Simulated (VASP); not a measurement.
# HfB2 (P6/mmm) in VASP: notebook

Runs on HfB2. Level: PBE. Tasks: electric field gradients.

Program: VASP 6.6.1. These are calculated values, not measurements. Logs are shortened: lines on timing, memory, paths and dates and some standing lists are left out, and cuts for length are marked.

### 1 The cell of the first run

Symmetry: P6/mmm, No. 191, hexagonal system. Conventional cell: a = 3.202 Å, b = 3.202 Å, c = 3.548 Å, α = 90.00°, β = 90.00°, γ = 120.00°. Within 3.4 Å of Hf (site symmetry 6/mmm) lie 12 B at 2.56 Å and 6 Hf at 3.20 Å. Within 2.5 Å of B (site symmetry -6m2) lie 3 B at 1.85 Å.

### 2 Electric field gradients, PBE (volume scaled by 1.06)

File INCAR:

```
SYSTEM = HfB2
  PREC = Accurate
  ENCUT = 520
  EDIFF = 1E-8
  ISMEAR = -1
  SIGMA = 0.05
  LREAL = .False.
  LASPH = .True.
  NELM = 100
  ALGO = Normal
  ISIF = 2
  LWAVE = .False.
  LCHARG = .False.
  GGA = PE
  LEFG = .True.
  NBANDS = 15
```

File KPOINTS:

```
Automatic mesh
0
Gamma
  13 13 11
  0 0 0
```

File POSCAR:

```
HfB2
1.0
    3.2015843649      0.0000000000      0.0000000000
   -1.6007921825      2.7726533923      0.0000000000
    0.0000000000      0.0000000000      3.5482526220
Hf B
1 2
Direct
    0.0000000000      0.0000000000      0.0000000000
    0.3333333333      0.6666666667      0.5000000000
    0.6666666667      0.3333333333      0.5000000000
```

Potentials or basis: VASP PAW PBE potentials, release 64 (Hf_pv, B).

Run with:

```bash
> cat potpaw_PBE.64/Hf_pv/POTCAR potpaw_PBE.64/B/POTCAR > POTCAR
> mpirun -np 1 vasp_std > vasp.out
```

OUTCAR:

```text
SYSTEM = HfB2
   PREC = Accurate
   ENCUT = 520
   EDIFF = 1E-8
   ISMEAR = -1
   LREAL = .False.
   LASPH = .True.
   NELM = 100
   ISIF = 2
   GGA = PE

 ion  position               nearest neighbor table
   1  0.000  0.000  0.000-   2 2.56   3 2.56   2 2.56   3 2.56   2 2.56   2 2.56   3 2.56   3 2.56
                             3 2.56   3 2.56   2 2.56   2 2.56
   2  0.333  0.667  0.500-   3 1.85   3 1.85   3 1.85   1 2.56   1 2.56   1 2.56   1 2.56   1 2.56
                             1 2.56
   3  0.667  0.333  0.500-   2 1.85   2 1.85   2 1.85   1 2.56   1 2.56   1 2.56   1 2.56   1 2.56
                             1 2.56

  LATTYP: Found a hexagonal cell.
 ALAT       =     3.2015843649
 C/A-ratio  =     1.1082802193

  Lattice vectors:

 A1 = (   3.2015843649,   0.0000000000,   0.0000000000)
 A2 = (  -1.6007921825,   2.7726533923,   0.0000000000)
 A3 = (   0.0000000000,   0.0000000000,   3.5482526220)

Analysis of symmetry for initial positions (statically):
=====================================================================
 Subroutine PRICEL returns:
 Original cell was already a primitive cell.

 Routine SETGRP: Setting up the symmetry group for a
 hexagonal supercell.

 Subroutine GETGRP returns: Found 24 space group operations
 (whereof 24 operations were pure point group operations)
 out of a pool of 24 trial point group operations.

The static configuration has the point symmetry D_6h.

Analysis of symmetry for dynamics (positions and initial velocities):
=====================================================================
 Subroutine PRICEL returns:
 Original cell was already a primitive cell.

 Routine SETGRP: Setting up the symmetry group for a
 hexagonal supercell.

 Subroutine GETGRP returns: Found 24 space group operations
 (whereof 24 operations were pure point group operations)
 out of a pool of 24 trial point group operations.

The dynamic configuration has the point symmetry D_6h.

 Subroutine INISYM returns: Found 24 space group operations
 (whereof 24 operations are pure point group operations),
 and found     1 'primitive' translations

----------------------------------------------------------------------------------------

                                     Primitive cell

  volume of cell :      31.4974

  direct lattice vectors                    reciprocal lattice vectors
     3.201584365  0.000000000  0.000000000     0.312345353  0.180332674  0.000000000
    -1.600792182  2.772653392  0.000000000     0.000000000  0.360665348  0.000000000
     0.000000000  0.000000000  3.548252622     0.000000000  0.000000000  0.281828862

  length of vectors
     3.201584365  3.201584365  3.548252622     0.360665348  0.360665348  0.281828862

  position of ions in fractional coordinates (direct lattice)
     0.000000000  0.000000000  0.000000000
     0.333333333  0.666666667  0.500000000
     0.666666667  0.333333333  0.500000000

  ion indices of the primitive-cell ions
   primitive index   ion index
                 1           1
                 2           2
                 3           3

----------------------------------------------------------------------------------------

 KPOINTS: Automatic mesh

Automatic generation of k-mesh.
 Grid dimensions read from file:
 generate k-points for:   13   13   11

 Generating k-lattice:

  Cartesian coordinates                     Fractional coordinates (reciprocal lattice)
     0.024026566  0.013871744  0.000000000     0.076923077 -0.000000000  0.000000000
     0.000000000  0.027743488  0.000000000     0.000000000  0.076923077  0.000000000
     0.000000000  0.000000000  0.025620806     0.000000000  0.000000000  0.090909091

  Length of vectors
     0.027743488  0.027743488  0.025620806

  Shift w.r.t. Gamma in fractional coordinates (k-lattice)
     0.000000000  0.000000000  0.000000000

 Subroutine IBZKPT returns following result:
[... 41 lines left out ...]
   ISTART =      0    job   : 0-new  1-cont  2-samecut
   ICHARG =      2    charge: 1-file 2-atom 10-const
   ISPIN  =      1    spin polarized calculation?
   LNONCOLLINEAR =      F non collinear calculations
   LSORBIT =      F    spin-orbit coupling
   LASPH  =      T    aspherical Exc in radial PAW
   ENCUT  =  520.0 eV  38.22 Ry    6.18 a.u.   5.95  5.95  6.60*2*pi/ulx,y,z
   NELM   =    100;   NELMIN=  2; NELMDL= -5     # of ELM steps
   EDIFF  = 0.1E-07   stopping-criterion for ELM
   LREAL  =      F    real-space projection
   EDIFFG = 0.1E-06   stopping-criterion for IOM
   NSW    =      0    number of steps for IOM
   IBRION =     -1    ionic relax: 0-MD 1-quasi-New 2-CG
   NFREE  =      0    steps in history (QN), initial steepest desc. (CG)
   ISIF   =      2    stress and relaxation
   ISYM   =      2    0-nonsym 1-usesym 2-fastsym
   POTIM  = 0.5000    time-step for ionic-motion
   TEBEG  =    0.0;   TEEND  =   0.0 temperature during run
   PSTRESS=    0.0 pullay stress
   NELECT =      16.0000    total number of electrons
   NUPDOWN=      -1.0000    fix difference up-down
   EMIN   =  10.00;   EMAX   =-10.00  energy-range for DOS
   EFERMI =   0.00;   METHOD = LEGACY
   ISMEAR =    -1;   SIGMA  =   0.05  broadening in eV -4-tet -1-fermi 0-gaus
   EFERMI_NEDOS =   21; number of points for ismear=-14 and -15
   IALGO  =     38    algorithm
   IMIX   =      4    mixing-type and parameters
     AMIX     =   0.40;   BMIX     =  1.00
     AMIX_MAG =   1.60;   BMIX_MAG =  1.00
  volume/ion in A,a.u.               =      10.50        70.85
  Fermi-wavevector in a.u.,A,eV,Ry     =   1.306240  2.468437 23.215134  1.706264
  Thomas-Fermi vector in A             =   2.437056
   LORBIT       =      0    0 simple, 1 ext, 2 COOP (PROOUT), +10 PAW based schemes
   GGA     = PE    functional components
   LHFCALC =     F    Hartree Fock is set to
   AEXX    =    0.0000 exact exchange contribution
   IVDW    =     0    specifies the selected vdW correction
   LEPSILON=     F    determine dielectric tensor
   LRPA    =     F    only Hartree local field effects (RPA)
 non-spin polarized calculation
  energy-cutoff  :      520.00
  volume of cell :       31.50
 maximum number of plane-waves:       864
 NGX is ok and might be reduce to    24
   NGX = 11   NGY = 11   NGZ = 13

 number of electron      16.0000002 magnetization

 Free energy of the ion-electron system (eV)
  ---------------------------------------------------
  ext. energy  EPLUGINS =         0.00000000
  ---------------------------------------------------
  free energy    TOTEN  =       -26.33565230 eV

  energy without entropy =      -26.33376174  energy(sigma->0) =      -26.33470702

 E-fermi :   7.2997     XC(G=0): -12.3253

 val. band max:        7.2512008944   @ k =   0.0769   0.0000   0.2727
 cond. band min:       7.3287997392   @ k =   0.3077   0.1538   0.0000
 fundamental gap:      0.0775988448
 Fermi energy:         7.2996852006

 k-point     1 :       0.0000    0.0000    0.0000
  band No.  band energies     occupation
      1     -23.6059      2.00000
      2     -23.1769      2.00000
      3     -23.1769      2.00000
      4      -6.2004      2.00000
      5       4.3549      2.00000
      6       4.4290      2.00000
      7       4.4382      2.00000
      8       4.4382      2.00000
      9      10.9555      0.00000
     10      10.9555      0.00000
     11      11.5690      0.00000
     12      11.5690      0.00000
     13      11.7783      0.00000
     14      11.9675      0.00000
[... 401 lines left out ...]
      2     -23.3148      2.00000
      3     -23.2071      2.00000
      4      -5.6185      2.00000
      5       3.1527      2.00000
      6       3.4384      2.00000
      7       4.3896      2.00000
      8       5.4000      2.00000
      9       9.3219      0.00000
     10       9.7602      0.00000
     11      11.5029      0.00000
     12      11.6393      0.00000
     13      12.4061      0.00000
     14      13.5784      0.00000
     15      14.1113      0.00000

 [... further k-points ...]
[... 5 lines left out ...]
  --------------------------------------------------------------------------------------
  -------------------------------------------------------------------------------------
  Total       -2.5654453     -2.5654453     -2.1971161      0.0000000      0.0000000      0.0000000
  in kB     -130.4963218   -130.4963218   -111.7605479      0.0000000      0.0000000      0.0000000
  external PRESSURE =    -124.2510639 kB  Pullay stress =       0.0000000 kB

 VOLUME and BASIS-vectors are now :
 -----------------------------------------------------------------------------
  energy-cutoff  :      520.00
  volume of cell :       31.50
      direct lattice vectors                 reciprocal lattice vectors
     3.201584365  0.000000000  0.000000000     0.312345353  0.180332674  0.000000000
    -1.600792182  2.772653392  0.000000000     0.000000000  0.360665348  0.000000000
     0.000000000  0.000000000  3.548252622     0.000000000  0.000000000  0.281828862

 POSITION                                       TOTAL-FORCE (eV/Angst)
 -----------------------------------------------------------------------------------
      0.00000      0.00000      0.00000        -0.000000     -0.000000      0.000000
     -0.00000      1.84844      1.77413        -0.000000     -0.000000      0.000000
      1.60079      0.92422      1.77413         0.000000      0.000000      0.000000
 -----------------------------------------------------------------------------------
    total drift:                               -0.000000      0.000000      0.000000

  FREE ENERGIE OF THE ION-ELECTRON SYSTEM (eV)
  ---------------------------------------------------
  free  energy   TOTEN  =       -26.3356523035 eV

  energy  without entropy=      -26.3337617376  energy(sigma->0) =      -26.33470702

 Electric field gradients (V/A^2)
---------------------------------------------------------------------
 ion       V_xx      V_yy      V_zz      V_xy      V_xz      V_yz
---------------------------------------------------------------------
   1     -37.268   -37.267    74.535     0.000    -0.000    -0.000
   2      -0.747    -0.747     1.494    -0.000     0.000    -0.000
   3      -0.747    -0.747     1.494    -0.000     0.000    -0.000
---------------------------------------------------------------------

 Electric field gradients after diagonalization (V/A^2)
 (convention: |V_zz| > |V_xx| > |V_yy|)
----------------------------------------------------------------------
 ion       V_xx      V_yy      V_zz     asymmetry (V_yy - V_xx)/ V_zz
----------------------------------------------------------------------
   1     -37.268   -37.267    74.535       0.000
   2      -0.747    -0.747     1.494       0.000
   3      -0.747    -0.747     1.494       0.000
----------------------------------------------------------------------

           NMR quadrupolar parameters

 Cq : quadrupolar parameter    Cq=e*Q*V_zz/h
 eta: asymmetry parameters     (V_yy - V_xx)/ V_zz
 Q  : nuclear electric quadrupole moment in mb (millibarn)
----------------------------------------------------------------------
 ion       Cq(MHz)       eta       Q (mb)
----------------------------------------------------------------------
   1       0.180       0.000       1.000
   2       0.004       0.000       1.000
   3       0.004       0.000       1.000
----------------------------------------------------------------------
```

Run time: 54 s. Hardware: 1 thread of AMD EPYC 9R45 (Zen 5), shared host; peak memory 0.15 GiB.

Results:

```yaml
Free_energy: -26.3357 eV
Pressure: -12.4 GPa
Band_gap_on_the_k_mesh: zero (band 8 reaches 7.82 eV, above the bottom of band 9 at 6.86 eV)
```

Stress tensor (GPa, compression positive):
```
-13.05   0.00   0.00
  0.00 -13.05   0.00
  0.00   0.00 -11.18
```

Levels at points of the mesh, in eV from the Fermi level:
```
           k point  band 4  band 5  band 6  band 7  band 8  band 9  band 10  band 11  band 12  band 13
(0.00, 0.00, 0.00)  -13.50   -2.94   -2.87   -2.86   -2.86    3.66     3.66     4.27     4.27     4.48
```

Electric field gradients, principal values (V/Å²):
| atom | least | middle | greatest (by size) |
| --- | --- | --- | --- |
| 1 Hf | -37.267 | -37.268 | 74.535 |
| 2 B | -0.747 | -0.747 | 1.494 |
| 3 B | -0.747 | -0.747 | 1.494 |

Caveat: without QUAD_EFG the Cq values of the log hold for a quadrupole moment of 1 mb, not for the nuclei; spin-orbit coupling is left out, which moves the levels of the heavy elements.

### 3 Electric field gradients, PBE (equal xx and yy strain of +3 %)

File INCAR:

```
  PREC = Accurate
  ENCUT = 420
  EDIFF = 1E-8
  ISMEAR = -1
  SIGMA = 0.05
  LREAL = False
  LASPH = True
  NELM = 120
  ALGO = Normal
  ISIF = 2
  LWAVE = False
  LCHARG = False
  GGA = PE
  LEFG = True
  NBANDS = 15
  GGA_COMPAT = False
```

File KPOINTS:

```
Automatic mesh
0
Gamma
  13 13 11
```

File POSCAR:

```
HfB2
1.0
    3.2342001035      0.0000000000      0.0000000000
   -1.6171000518      2.8008994505      0.0000000000
    0.0000000000      0.0000000000      3.4800000000
Hf B
1 2
Direct
    0.0000000000      0.0000000000      0.0000000000
    0.3333333333      0.6666666667      0.5000000000
    0.6666666667      0.3333333333      0.5000000000
```

Potentials or basis: VASP PAW PBE potentials, release 64 (Hf_pv, B).

Run with:

```bash
> cat potpaw_PBE.64/Hf_pv/POTCAR potpaw_PBE.64/B/POTCAR > POTCAR
> mpirun -np 1 vasp_std > vasp.out
```

OUTCAR:

```text
PREC = Accurate
   ENCUT = 420
   EDIFF = 1E-8
   ISMEAR = -1
   LREAL = False
   LASPH = True
   NELM = 120
   ISIF = 2
   GGA = PE

 ion  position               nearest neighbor table
   1  0.000  0.000  0.000-   2 2.55   3 2.55   2 2.55   3 2.55   2 2.55   2 2.55   3 2.55   3 2.55
                             3 2.55   3 2.55   2 2.55   2 2.55
   2  0.333  0.667  0.500-   3 1.87   3 1.87   3 1.87   1 2.55   1 2.55   1 2.55   1 2.55   1 2.55
                             1 2.55
   3  0.667  0.333  0.500-   2 1.87   2 1.87   2 1.87   1 2.55   1 2.55   1 2.55   1 2.55   1 2.55
                             1 2.55

  LATTYP: Found a hexagonal cell.
 ALAT       =     3.2342001035
 C/A-ratio  =     1.0760002129

  Lattice vectors:

 A1 = (   3.2342001035,   0.0000000000,   0.0000000000)
 A2 = (  -1.6171000518,   2.8008994505,   0.0000000000)
 A3 = (   0.0000000000,   0.0000000000,   3.4800000000)

Analysis of symmetry for initial positions (statically):
=====================================================================
 Subroutine PRICEL returns:
[... 632 lines left out ...]

 POSITION                                       TOTAL-FORCE (eV/Angst)
 -----------------------------------------------------------------------------------
      0.00000      0.00000      0.00000         0.000000      0.000000      0.000000
     -0.00000      1.86727      1.74000         0.000000     -0.000000      0.000000
      1.61710      0.93363      1.74000        -0.000000      0.000000     -0.000000
 -----------------------------------------------------------------------------------
    total drift:                               -0.000000      0.000000      0.000000

  FREE ENERGIE OF THE ION-ELECTRON SYSTEM (eV)
  ---------------------------------------------------
  free  energy   TOTEN  =       -26.3067360549 eV

  energy  without entropy=      -26.3045648365  energy(sigma->0) =      -26.30565045

 Electric field gradients (V/A^2)
---------------------------------------------------------------------
 ion       V_xx      V_yy      V_zz      V_xy      V_xz      V_yz
---------------------------------------------------------------------
   1     -31.987   -31.987    63.974     0.000    -0.000     0.000
   2       0.066     0.066    -0.131    -0.000     0.000     0.000
   3       0.066     0.066    -0.131    -0.000     0.000     0.000
---------------------------------------------------------------------

 Electric field gradients after diagonalization (V/A^2)
 (convention: |V_zz| > |V_xx| > |V_yy|)
----------------------------------------------------------------------
 ion       V_xx      V_yy      V_zz     asymmetry (V_yy - V_xx)/ V_zz
----------------------------------------------------------------------
   1     -31.988   -31.986    63.974       0.000
   2       0.066     0.066    -0.131       0.001
   3       0.066     0.066    -0.131       0.001
----------------------------------------------------------------------

           NMR quadrupolar parameters

 Cq : quadrupolar parameter    Cq=e*Q*V_zz/h
 eta: asymmetry parameters     (V_yy - V_xx)/ V_zz
 Q  : nuclear electric quadrupole moment in mb (millibarn)
----------------------------------------------------------------------
 ion       Cq(MHz)       eta       Q (mb)
----------------------------------------------------------------------
   1       0.155       0.000       1.000
   2      -0.000       0.001       1.000
   3      -0.000       0.001       1.000
----------------------------------------------------------------------
```

stdout:

```text
POSCAR found type information on POSCAR HfB
 POSCAR found :  2 types and       3 ions
 scaLAPACK will be used
 LDA part: xc-table for (Slater+PW92), standard interpolation
 POSCAR, INCAR and KPOINTS ok, starting setup
 FFT: planning ... GRIDC
 FFT: planning ... GRID_SOFT
 FFT: planning ... GRID
 WAVECAR not read
 entering main loop
ion   1

ion   2

ion   3
```

Wall time 65 s (1 thread of Intel Xeon 8259CL, shared host); peak memory 0.17 GiB.

What came out:

| Item | Value |
| --- | --- |
| Free energy | -26.3067 eV |
| Pressure | -13.0 GPa |
| Band gap on the k mesh | zero (band 8 reaches 7.90 eV, above the bottom of band 9 at 6.89 eV) |

Levels at points of the mesh, in eV from the Fermi level:
```
           k point  band 6  band 7  band 8  band 9  band 10  band 11
(0.00, 0.00, 0.00)   -3.09   -2.82   -2.65    3.61     3.61     4.02
```

Electric field gradients, principal values (V/Å²):
| atom | least | middle | greatest (by size) |
| --- | --- | --- | --- |
| 1 Hf | -31.986 | -31.988 | 63.974 |
| 2 B | 0.066 | 0.066 | -0.131 |
| 3 B | 0.066 | 0.066 | -0.131 |

Caveat: the cell differs from its parent crystal (equal xx and yy strain of +3 %); without QUAD_EFG the Cq values of the log hold for a quadrupole moment of 1 mb, not for the nuclei; spin-orbit coupling is left out, which moves the levels of the heavy elements.
